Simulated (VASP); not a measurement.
# Se (I4_1/amd) in VASP: further runs, part 2 of 2

VASP 6.6.1. The steps go on from the part before.

### Step 6. Single point, PBE (volume scaled by 0.84)

Contents of INCAR:

```
  PREC = Accurate
  ENCUT = 520
  EDIFF = 1E-6
  ISMEAR = -1
  SIGMA = 0.1
  LREAL = False
  LASPH = True
  NELM = 80
  ALGO = Normal
  ISIF = 2
  LWAVE = False
  LCHARG = False
  GGA = PE
  NBANDS = 13
```

Contents of KPOINTS:

```
Automatic mesh
0
Gamma
  16 16 16
```

Contents of POSCAR:

```
Se
1.0
   -2.6679285504      2.6679285504      1.3392493251
    2.6679285504     -2.6679285504      1.3392493251
    2.6679285504      2.6679285504     -1.3392493251
Se
2
Direct
   -0.3750000000     -0.1250000000     -0.2500000000
    0.3750000000      0.1250000000      0.2500000000
```

Potentials or basis: VASP PAW PBE potentials, release 64 (Se).

The run is started by

```console
$ cat potpaw_PBE.64/Se/POTCAR > POTCAR
$ mpirun -np 1 vasp_std > vasp.out
```

OUTCAR:

```text
PREC = Accurate
   ENCUT = 520
   EDIFF = 1E-6
   ISMEAR = -1
   LREAL = False
   LASPH = True
   NELM = 80
   ISIF = 2
   GGA = PE

 ion  position               nearest neighbor table
   1  0.625  0.875  0.750-   2 2.75   2 2.75   2 2.75   2 2.75
   2  0.375  0.125  0.250-   1 2.75   1 2.75   1 2.75   1 2.75

  LATTYP: Found a body centered tetragonal cell.
 ALAT       =     5.3358571008
 C/A-ratio  =     0.5019809563

  Lattice vectors:

 A1 = (  -2.6679285504,   2.6679285504,   1.3392493251)
[... 563 lines left out ...]
      8      10.3311      0.00000
      9      10.3761      0.00000
     10      15.0055      0.00000
     11      15.4791      0.00000
     12      17.7163      0.00000
     13      18.0074      0.00000

 [... further k-points ...]
[... 5 lines left out ...]
  --------------------------------------------------------------------------------------
  -------------------------------------------------------------------------------------
  Total        3.9016420      3.9016420      3.9077447      0.0000000      0.0000000     -0.0000000
  in kB      163.9412259    163.9412259    164.1976558      0.0000000      0.0000000     -0.0000000
  external PRESSURE =     164.0267025 kB  Pullay stress =       0.0000000 kB

 VOLUME and BASIS-vectors are now :
 -----------------------------------------------------------------------------
  energy-cutoff  :      520.00
  volume of cell :       38.13
      direct lattice vectors                 reciprocal lattice vectors
    -2.667928550  2.667928550  1.339249325     0.000000000  0.187411316  0.373343477
     2.667928550 -2.667928550  1.339249325     0.187411316  0.000000000  0.373343477
     2.667928550  2.667928550 -1.339249325     0.187411316  0.187411316  0.000000000

 POSITION                                       TOTAL-FORCE (eV/Angst)
 -----------------------------------------------------------------------------------
      2.66793      1.33396      1.00444         0.000000     -0.000000     -0.000000
     -0.00000      1.33396      0.33481        -0.000000      0.000000      0.000000
 -----------------------------------------------------------------------------------
    total drift:                                0.000000     -0.000000      0.000000

  FREE ENERGIE OF THE ION-ELECTRON SYSTEM (eV)
  ---------------------------------------------------
  free  energy   TOTEN  =        -5.9341803815 eV

  energy  without entropy=       -5.8970816718  energy(sigma->0) =       -5.91563103
```

stdout:

```text
POSCAR found type information on POSCAR Se
 POSCAR found :  1 types and       2 ions
 scaLAPACK will be used
 LDA part: xc-table for (Slater+PW92), standard interpolation
 POSCAR, INCAR and KPOINTS ok, starting setup
 FFT: planning ... GRIDC
 FFT: planning ... GRID_SOFT
 FFT: planning ... GRID
 WAVECAR not read
 entering main loop
```

It took 66 s on 1 thread of Intel Xeon Platinum 8559C (Emerald Rapids), shared host; peak memory 0.27 GiB.

What came out:

* Free energy: -5.9342 eV
* Pressure: 16.4 GPa
* Band gap on the k mesh: zero (band 6 reaches 9.93 eV, above the bottom of band 7 at 5.37 eV)

### Step 7. Single point, PBE (volume scaled by 0.92)

Contents of INCAR:

```
ALGO = Normal ; EDIFF = 1E-7
ENCUT = 520 ; GGA = PE
ISIF = 2 ; ISMEAR = -1
LASPH = True ; LCHARG = True
LELF = True ; LREAL = False
LVHAR = True ; LWAVE = False
NBANDS = 13 ; NELM = 80
PREC = Accurate ; SIGMA = 0.1
```

Contents of KPOINTS:

```
k-points
0
Gamma
  16 16 16
```

Contents of POSCAR:

```
Se
1.0
   -2.7661651717      2.7661651717      1.3644642108
    2.7661651717     -2.7661651717      1.3644642108
    2.7661651717      2.7661651717     -1.3644642108
Se
2
Direct
   -0.3750000000     -0.1250000000     -0.2500000000
    0.3750000000      0.1250000000      0.2500000000
```

Potentials or basis: VASP PAW PBE potentials, release 64 (Se).

The run is started by

```console
$ cat potpaw_PBE.64/Se/POTCAR > POTCAR
$ mpirun -np 1 vasp_std > vasp.out
```

OUTCAR:

```text
EDIFF = 1E-7
   ENCUT = 520
   GGA = PE
   ISIF = 2
   ISMEAR = -1
   LASPH = True
   LREAL = False
   NELM = 80
   PREC = Accurate

 ion  position               nearest neighbor table
   1  0.625  0.875  0.750-
   2  0.375  0.125  0.250-

  LATTYP: Found a body centered tetragonal cell.
 ALAT       =     5.5323303434
 C/A-ratio  =     0.4932692468

  Lattice vectors:

 A1 = (  -2.7661651717,   2.7661651717,   1.3644642108)
 A2 = (   2.7661651717,  -2.7661651717,   1.3644642108)
 A3 = (   2.7661651717,   2.7661651717,  -1.3644642108)

Analysis of symmetry for initial positions (statically):
=====================================================================
 Subroutine PRICEL returns:
 Original cell was already a primitive cell.

 Routine SETGRP: Setting up the symmetry group for a
 body centered tetragonal supercell.

 Subroutine GETGRP returns: Found 16 space group operations
 (whereof  4 operations were pure point group operations)
 out of a pool of 16 trial point group operations.

The static configuration has the point symmetry C_2h.
 The point group associated with its full space group is D_4h.

Analysis of symmetry for dynamics (positions and initial velocities):
=====================================================================
 Subroutine PRICEL returns:
 Original cell was already a primitive cell.

 Routine SETGRP: Setting up the symmetry group for a
 body centered tetragonal supercell.

 Subroutine GETGRP returns: Found 16 space group operations
 (whereof  4 operations were pure point group operations)
 out of a pool of 16 trial point group operations.

The dynamic configuration has the point symmetry C_2h.
 The point group associated with its full space group is D_4h.

 Subroutine INISYM returns: Found 16 space group operations
 (whereof  4 operations are pure point group operations),
[... 115 lines left out ...]
     AMIX     =   0.40;   BMIX     =  1.00
     AMIX_MAG =   1.60;   BMIX_MAG =  1.00
  volume/ion in A,a.u.               =      20.88       140.91
  Fermi-wavevector in a.u.,A,eV,Ry     =   1.080295  2.041462 15.878513  1.167038
  Thomas-Fermi vector in A             =   2.216283
   LORBIT       =      0    0 simple, 1 ext, 2 COOP (PROOUT), +10 PAW based schemes
   GGA     = PE    functional components
   LHFCALC =     F    Hartree Fock is set to
   AEXX    =    0.0000 exact exchange contribution
   IVDW    =     0    specifies the selected vdW correction
   LEPSILON=     F    determine dielectric tensor
   LRPA    =     F    only Hartree local field effects (RPA)
 non-spin polarized calculation
  energy-cutoff  :      520.00
  volume of cell :       41.76
 maximum number of plane-waves:      1144
   NGX = 15   NGY = 15   NGZ = 15

 number of electron      12.0000002 magnetization

 Free energy of the ion-electron system (eV)
  ---------------------------------------------------
  ext. energy  EPLUGINS =         0.00000000
  ---------------------------------------------------
  free energy    TOTEN  =        -6.18194699 eV

  energy without entropy =       -6.14241607  energy(sigma->0) =       -6.16218153

 E-fermi :   5.6683     XC(G=0): -10.3382

 val. band max:        5.6397317369   @ k =  -0.1875   0.5000   0.0625
 cond. band min:       5.6693113345   @ k =  -0.1875   0.1875   0.0000
 fundamental gap:      0.0295795976
 Fermi energy:         5.6682549570

 k-point     1 :       0.0000    0.0000    0.0000
  band No.  band energies     occupation
      1     -10.9748      2.00000
      2      -6.5925      2.00000
      3       0.3086      2.00000
      4       0.3086      2.00000
      5       6.7956      0.00003
      6       6.7956      0.00003
      7       8.2286      0.00000
      8       8.9462      0.00000
      9       9.0100      0.00000
     10      13.5616      0.00000
     11      13.5634      0.00000
     12      16.4965      0.00000
     13      16.6231      0.00000
[... 354 lines left out ...]
  band No.  band energies     occupation
      1     -10.9454      2.00000
      2      -6.6598      2.00000
      3       0.3437      2.00000
      4       0.3479      2.00000
      5       6.6250      0.00014
      6       6.6429      0.00012
      7       8.3603      0.00000
      8       8.9697      0.00000
      9       9.0038      0.00000
     10      13.7515      0.00000
     11      13.7554      0.00000
     12      16.4456      0.00000
     13      16.5839      0.00000

 [... further k-points ...]
[... 5 lines left out ...]
  --------------------------------------------------------------------------------------
  -------------------------------------------------------------------------------------
  Total        1.6256504      1.6256504      1.6296553     -0.0000000     -0.0000000      0.0000000
  in kB       62.3676510     62.3676510     62.5212956     -0.0000000     -0.0000000      0.0000000
  external PRESSURE =      62.4188659 kB  Pullay stress =       0.0000000 kB

 VOLUME and BASIS-vectors are now :
 -----------------------------------------------------------------------------
  energy-cutoff  :      520.00
  volume of cell :       41.76
      direct lattice vectors                 reciprocal lattice vectors
    -2.766165172  2.766165172  1.364464211     0.000000000  0.180755656  0.366444203
     2.766165172 -2.766165172  1.364464211     0.180755656  0.000000000  0.366444203
     2.766165172  2.766165172 -1.364464211     0.180755656  0.180755656  0.000000000

 POSITION                                       TOTAL-FORCE (eV/Angst)
 -----------------------------------------------------------------------------------
      2.76617      1.38308      1.02335         0.000000     -0.000000      0.000000
     -0.00000      1.38308      0.34112        -0.000000      0.000000     -0.000000
 -----------------------------------------------------------------------------------
    total drift:                                0.000000     -0.000000      0.000000

  FREE ENERGIE OF THE ION-ELECTRON SYSTEM (eV)
  ---------------------------------------------------
  free  energy   TOTEN  =        -6.1819469887 eV

  energy  without entropy=       -6.1424160717  energy(sigma->0) =       -6.16218153
```

OSZICAR:

```text
N       E                     dE             d eps       ncg     rms          rms(c)
DAV:   1     0.457365982539E+02    0.45737E+02   -0.51863E+03  9074   0.791E+02
DAV:   2    -0.373189493810E+01   -0.49468E+02   -0.46569E+02 12643   0.130E+02
DAV:   3    -0.616311808726E+01   -0.24312E+01   -0.24071E+01 11419   0.304E+01
DAV:   4    -0.617518500027E+01   -0.12067E-01   -0.12065E-01 10389   0.253E+00
DAV:   5    -0.617522423180E+01   -0.39232E-04   -0.39232E-04 11454   0.150E-01    0.570E+00
DAV:   6    -0.617913006674E+01   -0.39058E-02   -0.93785E-04 10499   0.249E-01    0.342E+00
DAV:   7    -0.618187512929E+01   -0.27451E-02   -0.23212E-03 10524   0.385E-01    0.534E-02
DAV:   8    -0.618193873120E+01   -0.63602E-04   -0.48763E-05 11312   0.514E-02    0.145E-02
DAV:   9    -0.618194669678E+01   -0.79656E-05   -0.83927E-06 10519   0.209E-02    0.326E-03
DAV:  10    -0.618194698708E+01   -0.29030E-06   -0.61820E-07 11059   0.524E-03    0.971E-04
DAV:  11    -0.618194698866E+01   -0.15817E-08   -0.19086E-08  6402   0.887E-04
   1 F= -.61819470E+01 E0= -.61621815E+01  d E =-.395309E-01
```

Run time: 56 s. Hardware: 1 thread of Intel Xeon Platinum 8559C (Emerald Rapids), shared host; peak memory 0.29 GiB.

What came out:

```yaml
Free_energy: -6.1819 eV
Pressure: 6.2 GPa
Band_gap_on_the_k_mesh: zero (band 6 reaches 8.34 eV, above the bottom of band 7 at 4.28 eV)
```

### Step 8. Overview

```tsv
cell	gap on the mesh (eV)	pressure (GPa)
a = 3.550 Å, angles 96.9, 96.9, 139.5°, 2 atoms	none	93.3
a = 3.709 Å, angles 96.8, 96.8, 139.9°, 2 atoms	none	55.0
a = 3.860 Å, angles 96.6, 96.6, 140.4°, 2 atoms	none	31.7
a = 4.004 Å, angles 96.4, 96.4, 140.9°, 2 atoms	none	16.4
a = 4.143 Å, angles 96.2, 96.2, 141.5°, 2 atoms	none	6.2
```

Alike in all rows: task single point; level PBE; potentials or basis VASP PAW PBE potentials, release 64 (Se); no spin polarisation; k mesh 16 × 16 × 16; cutoff (eV) 520; smearing fermi-dirac 0.1 eV.

Total energies depend on the potentials used, so only differences within one code and one set of settings carry meaning.
